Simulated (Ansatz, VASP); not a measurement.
SrCl2 in VASP and in Ansatz

The input INCAR:

```
ALGO     = Normal         # electronic algorithm
EDIFF    = 1E-8           # SCF threshold, eV
ENCUT    = 520            # plane-wave cutoff, eV
GGA      = CA             # functional
ISIF     = 2              # what is computed and relaxed
ISMEAR   = -1             # smearing method
LASPH    = T              # aspherical terms in the spheres
LCHARG   = F              # write CHGCAR
LEFG     = T            
LREAL    = F              # projectors in reciprocal space
LWAVE    = F              # write WAVECAR
NBANDS   = 19             # bands
NELM     = 80             # most SCF steps
PREC     = Accurate       # precision mode
SIGMA    = 0.01           # smearing width, eV
```

Contents of KPOINTS:

```
k-points
0
Gamma
  8 8 8
```

The input POSCAR:

```
SrCl2
1.0
    0.0000000000      3.4383928740      3.4383928740
    3.4383928740      0.0000000000      3.4383928740
    3.4383928740      3.4383928740      0.0000000000
Sr Cl
1 2
Direct
    0.0000000000      0.0000000000      0.0000000000
    0.2500000000      0.2500000000      0.2500000000
    0.7500000000      0.7500000000      0.7500000000
```

Input for Ansatz:

```yaml
crystal:
  lattice:
    - [0.0, 3.438392874, 3.438392874]
    - [3.438392874, 0.0, 3.438392874]
    - [3.438392874, 3.438392874, 0.0]
  atoms:
    - { symbol: Sr, position: [0.0, 0.0, 0.0] }
    - { symbol: Cl, position: [0.25, 0.25, 0.25] }
    - { symbol: Cl, position: [0.75, 0.75, 0.75] }
kpoints:
  mp_grid: { grid: [8, 8, 8] }
scf:
  occupations: { method: fermi_dirac, width: 0.01 }
hamiltonian:
  xc: lda
  pseudopotentials: { kind: all_electron, datasets: crystal }
output:
  forces: true
  stress: true
  eigenvalues: true
  efg: { contact_densities: true }
```

Change from the starting cell: volume scaled by 0.96, crystal datasets.

Alike in both runs: task electric field gradients; functional LDA; k mesh 8 × 8 × 8; occupations fermi-dirac, width 0.01 eV; no spin polarisation.

|  | VASP | Ansatz |
| --- | --- | --- |
| version | VASP 6.6.1 | Ansatz 0.2.0 |
| potentials or method | VASP PAW LDA potentials, release 64 (Sr_sv, Cl), cutoff 520 eV | all-electron PAW with datasets made for the crystal, scalar-relativistic |

Ansatz gave:

| Item | Value |
| --- | --- |
| gap on the k mesh at the Fermi level (eV) | 5.05 |
| pressure (GPa) | -1.4 |

Q: Which values does VASP return?

A: gap on the k mesh at the Fermi level (eV): 5.05; pressure (GPa): -1.2.

LDA's correlation is that of Perdew and Zunger in VASP and of Perdew and Wang (1992) in Ansatz. Ansatz ran all-electron here, and VASP with PAW potentials.
